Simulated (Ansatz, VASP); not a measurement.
# BiTe in VASP and in Ansatz

```
CELL_PARAMETERS angstrom
2.42271 1.39875 3.31729
-2.42271 1.39875 3.31729
0.00000 -2.79750 3.31729
ATOMIC_POSITIONS crystal
Bi 0.50000 0.50000 0.50000
Te 0.00000 0.00000 0.00000
```

Alike in both runs: task relaxation of cell and atoms; functional PBEsol; dispersion D4; k mesh 7 × 7 × 7; occupations fermi-dirac, width 0.05 eV; no spin polarisation.

|  | VASP | Ansatz |
| --- | --- | --- |
| version | VASP 6.6.1 | Ansatz 0.2.0 |
| potentials or method | VASP PAW PBE potentials, release 64 (Bi_d, Te) | Ansatz PAW |
| plane-wave cutoff (eV) | 600 | 420 |
| valence electrons in the cell | 21 | 31 |

VASP gave:

```
gap on the k mesh at the Fermi level, each at its own relaxed structure (eV) : none
relaxed volume (Å³/atom)                                                     : 30.85
relaxed cell length with the largest relative difference (Å)                 : 4.144
```

**Question.** What did Ansatz give for the same quantities?

**Answer.** gap on the k mesh at the Fermi level, each at its own relaxed structure (eV): none; relaxed volume (Å³/atom): 30.86; relaxed cell length with the largest relative difference (Å): 4.146.

VASP's potentials were made for PBE, not for PBEsol. A gap of «none» marks a metal or a gap that the smearing closes. VASP's potentials hold 21 valence electrons a cell and Ansatz's 31, so a difference there can come from the potentials and not from the codes.

Spin-orbit coupling is off throughout. Noted on Ansatz's run: the plane-wave basis is chosen anew once the cell has moved, so the energies of steps on either side of that aren't comparable.
